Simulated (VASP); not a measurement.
Set up this calculation in VASP 6.6.1, as the native input.

```yaml
Task: single point
Functional: PBEsol
Potentials_or_basis: VASP PAW PBE potentials, release 64 (B, N)
Cutoff: 520 eV
k_mesh: 13 × 13 × 13
Occupations: fermi-dirac, width 0.03 eV
Spin: no spin polarisation
Dipole_correction: no
Further_INCAR_settings: ALGO = Normal; EDIFF = 1e-06; NBANDS = 11
```

The structure of BN lies in POSCAR:

```
BN
1.0
    0.0000000000      1.7953687620      1.7953687620
    1.7953687620      0.0000000000      1.7953687620
    1.7953687620      1.7953687620      0.0000000000
B N
1 1
Direct
    0.0000000000      0.0000000000      0.0000000000
    0.7500000000      0.7500000000      0.7500000000
```

This cell differs from its parent crystal: volume scaled by 0.98.

These files were run (other wordings do the same):

INCAR

```
ALGO = Normal ; EDIFF = 1E-6
ENCUT = 520 ; GGA = PS
ISIF = 2 ; ISMEAR = -1
LASPH = True ; LCHARG = False
LREAL = False ; LWAVE = False
NBANDS = 11 ; NELM = 60
PREC = Accurate ; SIGMA = 0.03
```

KPOINTS

```
k-points
0
Gamma
  13 13 13
```

Potentials or basis: VASP PAW PBE potentials, release 64 (B, N).

Launch:

```console
$ cat potpaw_PBE.64/B/POTCAR potpaw_PBE.64/N/POTCAR > POTCAR
$ mpirun -np 1 vasp_std > vasp.out
```

It gave:

The pressure is 5.6 GPa and the band gap on the k mesh is 4.38 eV, indirect (least direct gap 8.86 eV).

Caveat: the PAW data sets were made with another functional, which shifts forces and pressure a little.

It took 13 s on 1 thread of Intel Xeon 8259CL (shared host), peak memory 0.12 GiB.
